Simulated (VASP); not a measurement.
# Ta2Si2Ge (P-3m1) in VASP: further runs

Runs on Ta2Si2Ge. Level: PBE. Tasks: relaxation of cell and atoms, single point.

Program: VASP 6.6.1. These are calculated values, not measurements. Logs are shortened: lines on timing, memory, paths and dates and some standing lists are left out, and cuts for length are marked.

### 1 The cell of the first run

Symmetry: P-3m1, No. 164, trigonal system. The conventional cell has a = 3.815 Å, b = 3.815 Å, c = 7.617 Å, α = 90.00°, β = 90.00°, γ = 120.00°. Within 2.9 Å of Ta (site symmetry 3m) lie 3 Si at 2.21 Å. Within 3.1 Å of Si (site symmetry 3m) lie 3 Ta at 2.21 Å and 1 Ge at 2.30 Å and 1 Si at 3.01 Å. Within 3.2 Å of Ge (site symmetry -3m) lie 2 Si at 2.30 Å and 6 Ta at 3.11 Å.

The cell was built from a structure type or drawn by symmetry, and may not be a known phase.

### 2 Relaxation of cell and atoms, PBE

Contents of INCAR:

```
PREC = Accurate ; ENCUT = 600
EDIFF = 1E-6 ; ISMEAR = 0
SIGMA = 0.1 ; LREAL = False
LASPH = True ; NELM = 80
ALGO = Normal ; ISIF = 3
LWAVE = False ; LCHARG = False
GGA = PE ; IBRION = 2
NSW = 90 ; EDIFFG = -0.04
```

Contents of KPOINTS:

```
regular mesh
0
Gamma
  6 6 2
```

Contents of POSCAR:

```
Ta2Si2Ge
1.0
    3.8154179500      0.0000000000      0.0000000000
   -1.9077089800      3.3042488700      0.0000000000
    0.0000000000      0.0000000000      7.6169541500
Ta Si Ge
2 2 1
Direct
    0.3333333300      0.6666666700      0.7875744400
    0.6666666700      0.3333333300      0.2124255600
    0.0000000000      0.0000000000      0.1977793300
    0.0000000000      0.0000000000      0.8022206700
    0.0000000000      0.0000000000      0.5000000000
```

Potentials or basis: VASP PAW PBE potentials, release 64 (Ta_pv, Si, Ge_d).

The run is started by

```bash
cat potpaw_PBE.64/Ta_pv/POTCAR potpaw_PBE.64/Si/POTCAR potpaw_PBE.64/Ge_d/POTCAR > POTCAR
mpirun -np 1 vasp_std > vasp.out
```

OUTCAR:

```text
PREC = Accurate
   ENCUT = 600
   EDIFF = 1E-6
   ISMEAR = 0
   LREAL = False
   LASPH = True
   NELM = 80
   ISIF = 3
   GGA = PE
   IBRION = 2
   NSW = 90
   EDIFFG = -0.04

 ion  position               nearest neighbor table
   1  0.333  0.667  0.788-   4 2.21   4 2.21   4 2.21   5 3.11   5 3.11   5 3.11
   2  0.667  0.333  0.212-   3 2.21   3 2.21   3 2.21   5 3.11   5 3.11   5 3.11
   3  0.000  0.000  0.198-   2 2.21   2 2.21   2 2.21   5 2.30   4 3.01
   4  0.000  0.000  0.802-   1 2.21   1 2.21   1 2.21   5 2.30   3 3.01
   5  0.000  0.000  0.500-   3 2.30   4 2.30   1 3.11   2 3.11   2 3.11   1 3.11   2 3.11   1 3.11

  LATTYP: Found a hexagonal cell.
 ALAT       =     3.8154179500
 C/A-ratio  =     1.9963616699

  Lattice vectors:

 A1 = (   3.8154179500,   0.0000000000,   0.0000000000)
 A2 = (  -1.9077089800,   3.3042488700,   0.0000000000)
 A3 = (   0.0000000000,   0.0000000000,   7.6169541500)

Analysis of symmetry for initial positions (statically):
=====================================================================
 Subroutine PRICEL returns:
 Original cell was already a primitive cell.

 Routine SETGRP: Setting up the symmetry group for a
 hexagonal supercell.

 Subroutine GETGRP returns: Found 12 space group operations
 (whereof 12 operations were pure point group operations)
 out of a pool of 24 trial point group operations.

The static configuration has the point symmetry D_3d.

Analysis of symmetry for dynamics (positions and initial velocities):
=====================================================================
 Subroutine PRICEL returns:
 Original cell was already a primitive cell.

 Routine SETGRP: Setting up the symmetry group for a
 hexagonal supercell.

 Subroutine GETGRP returns: Found 12 space group operations
 (whereof 12 operations were pure point group operations)
 out of a pool of 24 trial point group operations.

The dynamic configuration has the point symmetry D_3d.

 Subroutine INISYM returns: Found 12 space group operations
 (whereof 12 operations are pure point group operations),
 and found     1 'primitive' translations

----------------------------------------------------------------------------------------

                                     Primitive cell

  volume of cell :      96.0276

  direct lattice vectors                    reciprocal lattice vectors
     3.815417950  0.000000000  0.000000000     0.262094484  0.151320321  0.000000000
    -1.907708980  3.304248870  0.000000000     0.000000000  0.302640642  0.000000000
     0.000000000  0.000000000  7.616954150     0.000000000  0.000000000  0.131286073

  length of vectors
     3.815417950  3.815417952  7.616954150     0.302640642  0.302640642  0.131286073

  position of ions in fractional coordinates (direct lattice)
     0.333333330  0.666666670  0.787574440
     0.666666670  0.333333330  0.212425560
     0.000000000  0.000000000  0.197779330
     0.000000000  0.000000000  0.802220670
     0.000000000  0.000000000  0.500000000

  ion indices of the primitive-cell ions
   primitive index   ion index
                 1           1
                 2           2
                 3           3
                 4           4
                 5           5

----------------------------------------------------------------------------------------

 KPOINTS: regular mesh

Automatic generation of k-mesh.
 Grid dimensions read from file:
 generate k-points for:    6    6    2

 Generating k-lattice:

  Cartesian coordinates                     Fractional coordinates (reciprocal lattice)
     0.043682414  0.025220054  0.000000000     0.166666667  0.000000000  0.000000000
     0.000000000  0.050440107  0.000000000     0.000000000  0.166666667  0.000000000
     0.000000000  0.000000000  0.065643037     0.000000000  0.000000000  0.500000000

  Length of vectors
     0.050440107  0.050440107  0.065643037

  Shift w.r.t. Gamma in fractional coordinates (k-lattice)
     0.000000000  0.000000000  0.000000000

 Subroutine IBZKPT returns following result:
 ===========================================

 Found     14 irreducible k-points:

 Following reciprocal coordinates:
            Coordinates               Weight
  0.000000  0.000000  0.000000      1.000000
  0.166667 -0.000000  0.000000      6.000000
  0.333333  0.000000  0.000000      6.000000
  0.500000  0.000000  0.000000      3.000000
  0.166667  0.166667  0.000000      6.000000
  0.333333  0.166667  0.000000     12.000000
  0.333333  0.333333  0.000000      2.000000
  0.000000  0.000000  0.500000      1.000000
  0.166667 -0.000000  0.500000      6.000000
  0.333333  0.000000  0.500000      6.000000
  0.500000  0.000000  0.500000      3.000000
  0.166667  0.166667  0.500000      6.000000
  0.333333  0.166667  0.500000     12.000000
  0.333333  0.333333  0.500000      2.000000
   k-points           NKPTS =     14   k-points in BZ     NKDIM =     14   number of bands    NBANDS=     26
   number of dos      NEDOS =    301   number of ions     NIONS =      5
   total plane-waves  NPLWV =  57600
   dimension x,y,z NGX =    30 NGY =   30 NGZ =   64
   dimension x,y,z NGXF=    60 NGYF=   60 NGZF=  128
   ions per type =               2   2   1
   NGX,Y,Z   is equivalent  to a cutoff of  13.07, 13.07, 13.97 a.u.
   NGXF,Y,Z  is equivalent  to a cutoff of  26.14, 26.14, 27.94 a.u.
 SYSTEM =  unknown system
   PREC   = accura    normal or accurate (medium, high low for compatibility)
   ISTART =      0    job   : 0-new  1-cont  2-samecut
   ICHARG =      2    charge: 1-file 2-atom 10-const
   ISPIN  =      1    spin polarized calculation?
   LNONCOLLINEAR =      F non collinear calculations
   LSORBIT =      F    spin-orbit coupling
   LASPH  =      T    aspherical Exc in radial PAW
   ENCUT  =  600.0 eV  44.10 Ry    6.64 a.u.   7.62  7.62 15.21*2*pi/ulx,y,z
   NELM   =     80;   NELMIN=  2; NELMDL= -5     # of ELM steps
   EDIFF  = 0.1E-05   stopping-criterion for ELM
   LREAL  =      F    real-space projection
   EDIFFG = -.4E-01   stopping-criterion for IOM
   NSW    =     90    number of steps for IOM
   IBRION =      2    ionic relax: 0-MD 1-quasi-New 2-CG
   NFREE  =      1    steps in history (QN), initial steepest desc. (CG)
   ISIF   =      3    stress and relaxation
   ISYM   =      2    0-nonsym 1-usesym 2-fastsym
   POTIM  = 0.5000    time-step for ionic-motion
   TEBEG  =    0.0;   TEEND  =   0.0 temperature during run
   PSTRESS=    0.0 pullay stress
   NELECT =      44.0000    total number of electrons
   NUPDOWN=      -1.0000    fix difference up-down
   EMIN   =  10.00;   EMAX   =-10.00  energy-range for DOS
   EFERMI =   0.00;   METHOD = LEGACY
   ISMEAR =     0;   SIGMA  =   0.10  broadening in eV -4-tet -1-fermi 0-gaus
   EFERMI_NEDOS =   21; number of points for ismear=-14 and -15
   IALGO  =     38    algorithm
   IMIX   =      4    mixing-type and parameters
     AMIX     =   0.40;   BMIX     =  1.00
     AMIX_MAG =   1.60;   BMIX_MAG =  1.00
  volume/ion in A,a.u.               =      19.21       129.61
  Fermi-wavevector in a.u.,A,eV,Ry     =   1.262100  2.385023 21.672660  1.592896
  Thomas-Fermi vector in A             =   2.395525
   LORBIT       =      0    0 simple, 1 ext, 2 COOP (PROOUT), +10 PAW based schemes
   GGA     = PE    functional components
   LHFCALC =     F    Hartree Fock is set to
   AEXX    =    0.0000 exact exchange contribution
   IVDW    =     0    specifies the selected vdW correction
   LEPSILON=     F    determine dielectric tensor
   LRPA    =     F    only Hartree local field effects (RPA)
 conjugate gradient relaxation of ions
 non-spin polarized calculation
 Gauss-broadening in eV      SIGMA  =   0.10
  energy-cutoff  :      600.00
  volume of cell :       96.03
 maximum number of plane-waves:      3236
   NGX = 15   NGY = 15   NGZ = 31

--------------------------------------- Ionic step        1  -------------------------------------------

 number of electron      43.9999999 magnetization

 Free energy of the ion-electron system (eV)
  ---------------------------------------------------
  ext. energy  EPLUGINS =         0.00000000
  ---------------------------------------------------
  free energy    TOTEN  =       -29.42998241 eV

  energy without entropy =      -29.38747435  energy(sigma->0) =      -29.40872838

------------------------ aborting loop because EDIFF is reached ----------------------------------------

  FORCE on cell =-STRESS in cart. coord.  units (eV):
  Direction    XX          YY          ZZ          XY          YZ          ZX
  --------------------------------------------------------------------------------------
  -------------------------------------------------------------------------------------
  Total       31.6085267     31.6085267     -2.3455970     -0.0000000      0.0000000      0.0000000
  in kB      527.3738926    527.3738923    -39.1352184     -0.0000008      0.0000000      0.0000000
  external PRESSURE =     338.5375222 kB  Pullay stress =       0.0000000 kB
[... 98 lines left out ...]
  FREE ENERGIE OF THE ION-ELECTRON SYSTEM (eV)
  ---------------------------------------------------
  free  energy   TOTEN  =       -33.0496718077 eV

  energy  without entropy=      -33.0145104675  energy(sigma->0) =      -33.03209114

 E-fermi :   3.9566     XC(G=0):  -9.8631

 val. band max:        3.9519310133   @ k =   0.5000   0.0000   0.5000
 cond. band min:       3.9715834529   @ k =   0.5000   0.0000   0.5000
 fundamental gap:      0.0196524396
 Fermi energy:         3.9565842061

 k-point     1 :       0.0000    0.0000    0.0000
  band No.  band energies     occupation
      1     -31.1059      2.00000
      2     -31.0913      2.00000
      3     -30.7785      2.00000
      4     -30.7785      2.00000
      5     -30.7757      2.00000
      6     -30.7757      2.00000
[... 395 lines left out ...]
     25       4.7528      0.00000
     26       5.4064      0.00000

[... ionic steps 4 to 44 ...]

--------------------------------------- Ionic step       45  -------------------------------------------

 number of electron      43.9999971 magnetization

------------------------ aborting loop because EDIFF is reached ----------------------------------------

  FORCE on cell =-STRESS in cart. coord.  units (eV):
  Direction    XX          YY          ZZ          XY          YZ          ZX
  --------------------------------------------------------------------------------------
  -------------------------------------------------------------------------------------
  Total        0.0163957      0.0163957     -0.0278721     -0.0000000      0.0000000      0.0000000
  in kB        0.3129257      0.3129257     -0.5319624     -0.0000000      0.0000000      0.0000000
  external PRESSURE =       0.0312964 kB  Pullay stress =       0.0000000 kB
[... 63 lines left out ...]
  energy  without entropy=      -38.7674119627  energy(sigma->0) =      -38.78118566

--------------------------------------- Ionic step       47  -------------------------------------------

 number of electron      43.9999971 magnetization

 Free energy of the ion-electron system (eV)
  ---------------------------------------------------
  ext. energy  EPLUGINS =         0.00000000
  ---------------------------------------------------
  free energy    TOTEN  =       -38.79506353 eV

  energy without entropy =      -38.76742496  energy(sigma->0) =      -38.78124425

 E-fermi :   7.6893     XC(G=0): -11.7788

 val. band max:        7.6745277864   @ k =   0.3333   0.1667   0.5000
 cond. band min:       7.6918007889   @ k =   0.0000   0.0000   0.0000
 fundamental gap:      0.0172730025
 Fermi energy:         7.6892953242

 k-point     1 :       0.0000    0.0000    0.0000
  band No.  band energies     occupation
      1     -26.9483      2.00000
      2     -26.9414      2.00000
      3     -26.4127      2.00000
      4     -26.4127      2.00000
      5     -26.4123      2.00000
      6     -26.4123      2.00000
[... 427 lines left out ...]
  FREE ENERGIE OF THE ION-ELECTRON SYSTEM (eV)
  ---------------------------------------------------
  free  energy   TOTEN  =       -38.7950635320 eV

  energy  without entropy=      -38.7674249646  energy(sigma->0) =      -38.78124425

 reached required accuracy - stopping structural energy minimisation
```

Run time: 11 min. Hardware: 1 thread of Intel Xeon 6975P-C (Granite Rapids), shared host; peak memory 0.26 GiB.

Results:

```yaml
Free_energy: -38.7951 eV
Relaxed_volume: 16.79 Å³/atom
Relaxed_cell: a = 3.008 Å, b = 3.008 Å, c = 10.710 Å, α = 90.00°, β = 90.00°, γ = 120.00°
Space_group_after_relaxing_to_0.1_Å: P-3m1 (No. 164)
Energy_gained_by_relaxing: 1873.0 meV/atom
Ionic_steps: 47
Pressure_after_relaxing: 0.0 GPa
Largest_force_after_relaxing: 0.026 eV/Å
Band_gap_on_the_k_mesh: zero (bands 22 and 23 overlap by 1.42 eV)
```

Forces in eV/Å, atoms in the order of the input:
```
Ta   0.000  0.000 -0.018
Ta   0.000  0.000  0.018
Si   0.000  0.000  0.026
Si   0.000  0.000 -0.026
Ge   0.000  0.000  0.000
```

Step by step:
```csv
step,energy change (eV),largest force (eV/Å),pressure (GPa),volume (Å³)
1,0.0000,2.9237,33.85,96.03
3,-3.6197,1.6303,-4.17,122.35
5,-3.6364,1.7447,-2.47,120.18
7,-4.1578,1.4126,1.27,107.02
9,-4.2800,0.9085,-0.29,109.33
11,-4.4646,1.3832,2.90,106.07
13,-4.5885,2.0860,5.20,103.93
15,-6.3735,2.7314,-1.14,105.08
17,-7.0396,4.1661,-7.35,105.25
19,-7.2671,3.2467,-7.25,103.08
21,-7.4260,2.8945,-7.19,102.77
23,-7.9782,0.5549,1.86,94.25
25,-8.0105,0.3006,0.07,95.24
27,-8.1708,0.8511,-3.81,96.10
29,-8.3193,0.7546,-8.10,96.52
31,-8.5014,0.9134,-7.55,94.11
33,-8.5806,1.3646,3.21,82.96
35,-8.7805,1.8226,-1.47,85.87
37,-8.6961,1.9665,18.18,76.14
39,-9.1121,1.0947,4.22,81.80
41,-9.3544,0.3657,0.41,83.94
43,-9.3627,0.1436,-0.15,84.10
45,-9.3650,0.0511,0.00,83.95
47,-9.3651,0.0256,0.03,83.93
```

Final structure:
```
Ta Si Ge
1.0
     3.00816    0.00000    0.00000
    -1.50408    2.60515    0.00000
     0.00000    0.00000   10.71029
Ta Si Ge
2 2 1
Cartesian
  0.0000 1.7368 7.5911
  1.5041 0.8684 3.1192
  0.0000 0.0000 1.1549
  0.0000 0.0000 9.5554
  0.0000 0.0000 5.3551
```

Caveat: the k points lie up to 0.40 Å⁻¹ apart in the final cell, too coarse for converged energies and pressures of a metal; a cell axis changed by over 15 % at a fixed basis, so the end point is rough; spin-orbit coupling is left out, which moves the levels of the heavy elements.

### 3 Single point, PBE

This run uses another cell than the first one, of 16.78 Å³/atom.

Contents of INCAR:

```
ALGO = Normal
EDIFF = 1E-7
ENCUT = 520
GGA = PE
ISIF = 2
ISMEAR = 0
LASPH = T
LCHARG = F
LREAL = F
LWAVE = F
NBANDS = 30
NELM = 100
PREC = Accurate
SIGMA = 0.1
```

Contents of KPOINTS:

```
k-points
0
Gamma
  12 12 6
```

Contents of POSCAR:

```
Ta2Si2Ge
1.0
    3.0103454247      0.0000000000      0.0000000000
   -1.5051727123      2.6070356119      0.0000000000
    0.0000000000      0.0000000000     10.6930443078
Ta Si Ge
2 2 1
Direct
    0.3333333333      0.6666666667      0.7070819575
    0.6666666667      0.3333333333      0.2929180425
    0.0000000000      0.0000000000      0.1084635811
    0.0000000000      0.0000000000      0.8915364189
    0.0000000000      0.0000000000      0.5000000000
```

Potentials or basis: VASP PAW PBE potentials, release 64 (Ta_pv, Si, Ge_d).

The run is started by

```bash
cat potpaw_PBE.64/Ta_pv/POTCAR potpaw_PBE.64/Si/POTCAR potpaw_PBE.64/Ge_d/POTCAR > POTCAR
mpirun -np 1 vasp_std > vasp.out
```

Wall time 2 min (1 thread of Intel Xeon 6975P-C (Granite Rapids), shared host); peak memory 0.37 GiB.

Results (log left out):

```
Free energy            : -38.7900 eV
Pressure               : 0.1 GPa
Largest force          : 0.018 eV/Å
Band gap on the k mesh : zero (bands 22 and 23 overlap by 1.49 eV)
```

Forces on the atoms (eV/Å):
```
Ta   0.000  0.000  0.007
Ta   0.000  0.000 -0.007
Si   0.000  0.000 -0.018
Si   0.000  0.000  0.018
Ge   0.000  0.000  0.000
```

Levels at points of the mesh, in eV from the Fermi level:
```csv
k point,band 19,band 20,band 21,band 22,band 23,band 24,band 25,band 26
"(0.00, 0.00, 0.00)",0.04,0.04,0.13,0.13,2.22,2.22,2.35,2.35
"(0.50, 0.00, 0.00)",-3.79,-1.87,-1.70,-0.06,0.66,1.09,1.46,2.70
"(0.00, 0.00, 0.50)",0.05,0.05,0.12,0.12,2.24,2.24,2.33,2.33
"(0.50, 0.00, 0.50)",-3.00,-2.49,-1.10,0.09,0.37,0.52,0.98,3.67
```

Caveat: spin-orbit coupling is left out, which moves the levels of the heavy elements.
